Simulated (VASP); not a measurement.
## Cs4Au: single point with PBE

The system is Cs4Au.

```
Cs Au
1.0
    -4.51054    4.51054    4.51054
     4.51054   -4.51054    4.51054
     4.51054    4.51054   -4.51054
Cs Au
4 1
Direct
  0.00000 0.00000 0.50000
  0.50000 0.00000 0.00000
  0.00000 0.50000 0.00000
  0.50000 0.50000 0.50000
  0.00000 0.00000 0.00000
```

| Property | Result |
| --- | --- |
| Program | VASP 6.6.1 |
| Task | single point |
| Functional | PBE |
| Potentials or basis | VASP PAW PBE potentials, release 64 (Cs_sv, Au) |
| Cutoff | 520 eV |
| k mesh | 6 × 6 × 6 |
| Occupations | gaussian, width 0.1 eV |
| Spin | no spin polarisation |
| Dipole correction | no |
| Further INCAR settings | ALGO = Fast; EDIFF = 1e-07; NBANDS = 32 |

- Pressure: 0.3 GPa
- Band gap on the k mesh: zero (an odd number of electrons rules out a gap without spin polarisation)

Levels at points of the mesh, in eV from the Fermi level:
```
           k point  band 19  band 20  band 21  band 22  band 23  band 24  band 25  band 26  band 27  band 28
(0.00, 0.00, 0.00)    -3.63    -3.59    -3.59    -3.58    -1.13     0.17     0.17     1.55     1.55     1.70
(0.50, 0.00, 0.00)    -3.57    -3.57    -3.53    -3.07    -0.68    -0.01     0.43     0.79     1.07     1.33
(0.50, 0.50, 0.50)    -3.52    -3.52    -3.52    -2.67    -0.29    -0.29    -0.29     0.76     0.76     0.76
```

Run time: 7.1 min on 1 thread of Oxide Virtual Turin-like Processor, on a shared host, peak memory 0.55 GiB.

Caveat: spin-orbit coupling is left out, which moves the levels of the heavy elements.
